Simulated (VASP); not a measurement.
# Pd (P6_3/mmc) in VASP: a series of runs

Runs on Pd. Level: PBE. Tasks: single point.

Program: VASP 6.6.1. These are calculated values, not measurements. Logs are shortened: lines on timing, memory, paths and dates and some standing lists are left out, and cuts for length are marked.

## 1. The cell of the first run

Symmetry: P6_3/mmc, No. 194, hexagonal system. The conventional cell has a = 2.613 Å, b = 2.613 Å, c = 8.628 Å, α = 90.00°, β = 90.00°, γ = 120.00°. Within 3.4 Å of Pd (site symmetry -3m) lie 12 Pd at 2.61 to 2.63 Å. Within 3.4 Å of Pd (site symmetry -6m2) lie 12 Pd at 2.61 to 2.63 Å.

This isn't the form of Pd at room conditions, which is fcc.

## 2. Single point, PBE (equal strain along all axes, cell held: -6.0 %)

Contents of INCAR:

```
  PREC = Accurate
  ENCUT = 520
  EDIFF = 1E-7
  ISMEAR = 0
  SIGMA = 0.1
  LREAL = False
  LASPH = True
  NELM = 60
  ALGO = Fast
  ISIF = 2
  LWAVE = False
  LCHARG = True
  GGA = PE
  LELF = True
  LVHAR = True
  NBANDS = 28
```

Contents of KPOINTS:

```
Automatic mesh
0
Gamma
  24 24 6
```

Contents of POSCAR:

```
Pd
1.0
    2.6129289528      0.0000000000      0.0000000000
   -1.3064644764      2.2628628514      0.0000000000
    0.0000000000      0.0000000000      8.6279730856
Pd
4
Direct
    0.0000000000      0.0000000000      0.0000000000
    0.3333333333      0.6666666667      0.2500000000
    0.0000000000      0.0000000000      0.5000000000
    0.6666666667      0.3333333333      0.7500000000
```

Potentials or basis: VASP PAW PBE potentials, release 64 (Pd).

Command:

```sh
$ cat potpaw_PBE.64/Pd/POTCAR > POTCAR
$ mpirun -np 1 vasp_std > vasp.out
```

OUTCAR:

```text
PREC = Accurate
   ENCUT = 520
   EDIFF = 1E-7
   ISMEAR = 0
   LREAL = False
   LASPH = True
   NELM = 60
   ISIF = 2
   GGA = PE

 ion  position               nearest neighbor table
   1  0.000  0.000  0.000-   2 2.63   4 2.63   2 2.63   4 2.63   4 2.63   2 2.63
   2  0.333  0.667  0.250-   1 2.63   3 2.63   1 2.63   3 2.63   1 2.63   3 2.63
   3  0.000  0.000  0.500-   2 2.63   4 2.63   2 2.63   4 2.63   4 2.63   2 2.63
   4  0.667  0.333  0.750-   1 2.63   3 2.63   1 2.63   3 2.63   1 2.63   3 2.63

  LATTYP: Found a hexagonal cell.
 ALAT       =     2.6129289528
 C/A-ratio  =     3.3020312613

  Lattice vectors:

 A1 = (   2.6129289528,   0.0000000000,   0.0000000000)
 A2 = (  -1.3064644764,   2.2628628514,   0.0000000000)
 A3 = (   0.0000000000,   0.0000000000,   8.6279730856)

Analysis of symmetry for initial positions (statically):
=====================================================================
 Subroutine PRICEL returns:
 Original cell was already a primitive cell.

 Routine SETGRP: Setting up the symmetry group for a
 hexagonal supercell.

 Subroutine GETGRP returns: Found 24 space group operations
 (whereof 12 operations were pure point group operations)
 out of a pool of 24 trial point group operations.

The static configuration has the point symmetry D_3d.
 The point group associated with its full space group is D_6h.

Analysis of symmetry for dynamics (positions and initial velocities):
=====================================================================
 Subroutine PRICEL returns:
 Original cell was already a primitive cell.

 Routine SETGRP: Setting up the symmetry group for a
 hexagonal supercell.

 Subroutine GETGRP returns: Found 24 space group operations
 (whereof 12 operations were pure point group operations)
 out of a pool of 24 trial point group operations.

The dynamic configuration has the point symmetry D_3d.
 The point group associated with its full space group is D_6h.

 Subroutine INISYM returns: Found 24 space group operations
 (whereof 12 operations are pure point group operations),
 and found     1 'primitive' translations

----------------------------------------------------------------------------------------

                                     Primitive cell

[... 92 lines left out ...]
   ENCUT  =  520.0 eV  38.22 Ry    6.18 a.u.   4.86  4.86 16.04*2*pi/ulx,y,z
   NELM   =     60;   NELMIN=  2; NELMDL= -5     # of ELM steps
   EDIFF  = 0.1E-06   stopping-criterion for ELM
   LREAL  =      F    real-space projection
   EDIFFG = 0.1E-05   stopping-criterion for IOM
   NSW    =      0    number of steps for IOM
   IBRION =     -1    ionic relax: 0-MD 1-quasi-New 2-CG
   NFREE  =      0    steps in history (QN), initial steepest desc. (CG)
   ISIF   =      2    stress and relaxation
   ISYM   =      2    0-nonsym 1-usesym 2-fastsym
   POTIM  = 0.5000    time-step for ionic-motion
   TEBEG  =    0.0;   TEEND  =   0.0 temperature during run
   PSTRESS=    0.0 pullay stress
   NELECT =      40.0000    total number of electrons
   NUPDOWN=      -1.0000    fix difference up-down
   EMIN   =  10.00;   EMAX   =-10.00  energy-range for DOS
   EFERMI =   0.00;   METHOD = LEGACY
   ISMEAR =     0;   SIGMA  =   0.10  broadening in eV -4-tet -1-fermi 0-gaus
   EFERMI_NEDOS =   21; number of points for ismear=-14 and -15
   IALGO  =     68    algorithm
   IMIX   =      4    mixing-type and parameters
     AMIX     =   0.40;   BMIX     =  1.00
     AMIX_MAG =   1.60;   BMIX_MAG =  1.00
  volume/ion in A,a.u.               =      12.75        86.07
  Fermi-wavevector in a.u.,A,eV,Ry     =   1.509605  2.852740 31.006410  2.278907
  Thomas-Fermi vector in A             =   2.619905
   LORBIT       =      0    0 simple, 1 ext, 2 COOP (PROOUT), +10 PAW based schemes
   GGA     = PE    functional components
   LHFCALC =     F    Hartree Fock is set to
   AEXX    =    0.0000 exact exchange contribution
   IVDW    =     0    specifies the selected vdW correction
   LEPSILON=     F    determine dielectric tensor
   LRPA    =     F    only Hartree local field effects (RPA)
 non-spin polarized calculation
 RMM-DIIS sequential band-by-band and
 Gauss-broadening in eV      SIGMA  =   0.10
  energy-cutoff  :      520.00
  volume of cell :       51.01
 maximum number of plane-waves:      1404
 NGX is ok and might be reduce to    20
   NGX =  9   NGY =  9   NGZ = 33

 number of electron      39.9999991 magnetization

 Free energy of the ion-electron system (eV)
  ---------------------------------------------------
  ext. energy  EPLUGINS =         0.00000000
  ---------------------------------------------------
  free energy    TOTEN  =       -19.48420676 eV

  energy without entropy =      -19.44380320  energy(sigma->0) =      -19.46400498

 E-fermi :  12.4852     XC(G=0): -14.1130

 val. band max:       12.4850993229   @ k =   0.3750   0.1667   0.0000
 cond. band min:      12.4857521437   @ k =   0.4583  -0.0000   0.3333
 fundamental gap:      0.0006528208
 Fermi energy:        12.4851902088

 k-point     1 :       0.0000    0.0000    0.0000
  band No.  band energies     occupation
      1       4.1278      2.00000
      2       5.9002      2.00000
      3       5.9082      2.00000
      4       5.9131      2.00000
      5       8.7932      2.00000
      6       8.8069      2.00000
[... 733 lines left out ...]
     27      23.8478      0.00000
     28      24.3067      0.00000

 [... further k-points ...]

------------------------ aborting loop because EDIFF is reached ----------------------------------------

  FORCE on cell =-STRESS in cart. coord.  units (eV):
  Direction    XX          YY          ZZ          XY          YZ          ZX
  --------------------------------------------------------------------------------------
  -------------------------------------------------------------------------------------
  Total       16.2774160     16.2774160     16.0276815      0.0000000     -0.0000000      0.0000000
  in kB      511.2124595    511.2124595    503.3692381      0.0000000     -0.0000000      0.0000000
  external PRESSURE =     508.5980524 kB  Pullay stress =       0.0000000 kB

 VOLUME and BASIS-vectors are now :
 -----------------------------------------------------------------------------
  energy-cutoff  :      520.00
  volume of cell :       51.01
      direct lattice vectors                 reciprocal lattice vectors
     2.612928953  0.000000000  0.000000000     0.382712281  0.220959039  0.000000000
    -1.306464476  2.262862851  0.000000000     0.000000000  0.441918077  0.000000000
     0.000000000  0.000000000  8.627973086     0.000000000  0.000000000  0.115902077

 POSITION                                       TOTAL-FORCE (eV/Angst)
 -----------------------------------------------------------------------------------
      0.00000      0.00000      0.00000         0.000000      0.000000     -0.000000
     -0.00000      1.50858      2.15699        -0.000000     -0.000000      0.000000
      0.00000      0.00000      4.31399         0.000000      0.000000     -0.000000
      1.30646      0.75429      6.47098        -0.000000      0.000000      0.000000
 -----------------------------------------------------------------------------------
    total drift:                                0.000000     -0.000000      0.000000

  FREE ENERGIE OF THE ION-ELECTRON SYSTEM (eV)
  ---------------------------------------------------
  free  energy   TOTEN  =       -19.4842067598 eV

  energy  without entropy=      -19.4438031971  energy(sigma->0) =      -19.46400498
```

Wall time 9.1 min (1 thread of Intel Xeon Platinum 8175M at 2.50GHz (Skylake/Cascade Lake), shared host); peak memory 0.36 GiB.

Results:

| Quantity | Value |
| --- | --- |
| Free energy | -19.4842 eV |
| Pressure | 50.9 GPa |
| Band gap on the k mesh | zero (bands 20 and 21 overlap by 1.20 eV) |

Stress tensor (GPa, compression positive):
```
51.12  0.00  0.00
 0.00 51.12  0.00
 0.00  0.00 50.34
```

Caveat: the cell differs from its parent crystal (equal strain along all axes, cell held: -6.0 %); the cell stands under pressure.

## 3. Single point, PBE (equal strain along all axes, cell held: -4.0 %)

Contents of INCAR:

```
  ALGO = Fast
  EDIFF = 1E-7
  ENCUT = 520
  GGA = PE
  ISIF = 2
  ISMEAR = 0
  LASPH = True
  LCHARG = False
  LREAL = False
  LWAVE = False
  NBANDS = 28
  NELM = 80
  PREC = Accurate
  SIGMA = 0.1
```

Contents of KPOINTS:

```
k-points
0
Gamma
  24 24 6
```

Contents of POSCAR:

```
Pd
1.0
    2.6685231859      0.0000000000      0.0000000000
   -1.3342615929      2.3110088696      0.0000000000
    0.0000000000      0.0000000000      8.8115469811
Pd
4
Direct
    0.0000000000      0.0000000000      0.0000000000
    0.3333333333      0.6666666667      0.2500000000
    0.0000000000      0.0000000000      0.5000000000
    0.6666666667      0.3333333333      0.7500000000
```

Potentials or basis: VASP PAW PBE potentials, release 64 (Pd).

Command:

```sh
$ cat potpaw_PBE.64/Pd/POTCAR > POTCAR
$ mpirun -np 1 vasp_std > vasp.out
```

Run time: 8.7 min. Hardware: 1 thread of Intel Xeon Platinum 8175M at 2.50GHz (Skylake/Cascade Lake), shared host; peak memory 0.37 GiB.

Results (log left out):

```
Free energy            : -20.2924 eV
Pressure               : 28.2 GPa
Band gap on the k mesh : zero (bands 20 and 21 overlap by 1.08 eV)
```

Stress tensor (GPa, compression positive):
```
28.31  0.00  0.00
 0.00 28.31  0.00
 0.00  0.00 27.83
```

Levels at points of the mesh, in eV from the Fermi level:
```
           k point  band 18  band 19  band 20  band 21  band 22  band 23
(0.00, 0.00, 0.00)    -1.22    -1.22    -0.81    -0.81    -0.15    -0.15
(0.50, 0.00, 0.00)     0.21     0.23     0.24     1.32     2.35     3.98
(0.00, 0.00, 0.50)    -1.49    -1.19    -1.19    -0.43    -0.43    -0.43
(0.50, 0.00, 0.50)     0.03     0.21     0.21     2.57     2.57     4.06
```

Caveat: the cell differs from its parent crystal (equal strain along all axes, cell held: -4.0 %); the cell stands under pressure.

[end of part 1 of 2]
